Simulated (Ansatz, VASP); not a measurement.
**Two plane-wave programs on Ga**

```xyz
2
Lattice="1.3830 -4.0265 0.0000 1.3830 4.0265 0.0000 -0.1174 0.0000 3.3299" Properties=species:S:1:pos:R:3 pbc="T T T"
Ga    1.2949    2.9716    2.4974
Ga    1.3536   -2.9716    0.8325
```

Alike in both runs: task single point; functional LDA; k mesh 10 × 10 × 8; occupations fermi-dirac, width 0.05 eV; no spin polarisation.

|  | VASP | Ansatz |
| --- | --- | --- |
| version | VASP 6.6.1 | Ansatz 0.2.0 |
| potentials or method | VASP PAW LDA potentials, release 64 (Ga_d) | Ansatz PAW |
| plane-wave cutoff (eV) | 520 | 420 |
| valence electrons in the cell | 26 | 26 |

```csv
,VASP,Ansatz,Ansatz less VASP
gap on the k mesh at the Fermi level (eV),none,none,-
pressure (GPa),-3.9,-4.0,-0.08
"traceless stress, the component that is largest in VASP (GPa)",-0.50,-0.49,+0.009
rms of the force components (eV/Å),0.105,0.104,-0.0016
```

LDA's correlation is that of Perdew and Zunger in VASP and of Perdew and Wang (1992) in Ansatz. Atom by atom the forces differ by 0.002 eV/Å (rms over components). A gap of «none» marks a metal or a gap that the smearing closes.
